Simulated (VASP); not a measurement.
Input of a VASP 6.6.1 run:

File INCAR:

```
SYSTEM = Pt
PREC = Accurate ; ENCUT = 520
EDIFF = 1E-6 ; ISMEAR = 1
SIGMA = 0.05 ; LREAL = .False.
LASPH = .True. ; NELM = 80
ALGO = Normal ; ISIF = 2
LWAVE = .False. ; LCHARG = .False.
GGA = PE ; NBANDS = 17
```

KPOINTS

```
Automatic mesh
0
Gamma
  13 13 13
  0 0 0
```

File POSCAR:

```
Pt
1.0
    0.0000000000      2.8854757348      2.8854757348
    2.8854757348      0.0000000000      2.8854757348
    2.8854757348      2.8854757348      0.0000000000
Pt
2
Direct
    0.0000000000      0.0000000000      0.0000000000
    0.2500000000      0.2500000000      0.2500000000
```

Potentials or basis: VASP PAW PBE potentials, release 64 (Pt).

Run with:

```console
$ cat potpaw_PBE.64/Pt/POTCAR > POTCAR
$ mpirun -np 1 vasp_std > vasp.out
```

What does it give for the pressure?

-0.4 GPa.

What does it give for the band gap on the k mesh?

Zero (bands 10 and 11 overlap by 0.58 eV).

Caveat: spin-orbit coupling is left out, which moves the levels of the heavy elements.
